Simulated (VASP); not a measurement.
The system is MnO2.

```
CELL_PARAMETERS angstrom
2.85658 0.00000 0.00000
-1.42829 2.47387 0.00000
0.00000 0.00000 4.60137
ATOMIC_POSITIONS crystal
Mn 0.00000 0.00000 0.50000
O 0.66667 0.33333 0.29371
O 0.33333 0.66667 0.70629
```

Base run:

```yaml
Program: VASP 6.6.1
Functional: LDA
Potentials_or_basis: VASP PAW LDA potentials, release 64 (Mn_pv, O)
Cutoff: 520 eV
k_mesh: 11 × 11 × 6
Occupations: fermi-dirac, width 0.03 eV
Spin: collinear spin, ferromagnetic start
Starting_moments: "[1.2, 0.0, 0.0] μB"
Fixed_moment: 1.2 μB
```

Its results: pressure -15.7 GPa; site moments Mn +1.20; O -0.01 μB; largest force 0.709 eV/Å.

Q: The run is repeated on the same cell with these changes: fixed moment from 1.2 μB to 0.6 μB; moments at the start from [1.2, 0.0, 0.0] to [0.6, 0.0, 0.0]. What comes out?

A: Pressure -17.0 GPa; site moments Mn +0.63; O -0.02 μB; largest force 0.726 eV/Å.

Caveats: the cell stands under tension; the total moment is fixed, so each spin has its own Fermi level; a cell with one magnetic atom can't hold antiferromagnetic order, which such compounds often take.
